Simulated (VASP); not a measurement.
A run of VASP 6.6.1 is set up as follows.

File INCAR:

```
  PREC = Accurate
  ENCUT = 600
  EDIFF = 1E-6
  ISMEAR = 0
  SIGMA = 0.1
  LREAL = False
  LASPH = True
  NELM = 150
  ALGO = Normal
  ISIF = 3
  LWAVE = False
  LCHARG = False
  ISPIN = 2
  MAGMOM = 4.42 0.22
  LORBIT = 11
  LMAXMIX = 4
  GGA = PS
  IBRION = 2
  NSW = 80
  EDIFFG = -0.05
```

The input KPOINTS:

```
regular mesh
0
Gamma
  8 8 8
```

The input POSCAR:

```
MnO
1.0
    0.0000000000      2.4379458194      2.4379458194
    2.4379458194      0.0000000000      2.4379458194
    2.4379458194      2.4379458194      0.0000000000
Mn O
1 1
Direct
    0.0000000000      0.0000000000      0.0000000000
    0.7500000000      0.7500000000      0.7500000000
```

Potentials or basis: VASP PAW PBE potentials, release 64 (Mn_pv, O).

Run with:

```console
$ cat potpaw_PBE.64/Mn_pv/POTCAR potpaw_PBE.64/O/POTCAR > POTCAR
$ mpirun -np 1 vasp_std > vasp.out
```

(1) Estimate the space group after relaxing (to 0.1 Å).

(2) Estimate the net moment.

(3) What does it give for the relaxed volume?

(4) What does it give for the site moments?

Answers

(1) F-43m (No. 216).

(2) 4.88 μB per cell.

(3) 13.11 Å³/atom.

(4) Mn +4.33; O +0.18 μB.

Caveat: the PAW data sets were made with another functional, which shifts forces and pressure a little; a cell with one magnetic atom can't hold antiferromagnetic order, which such compounds often take.
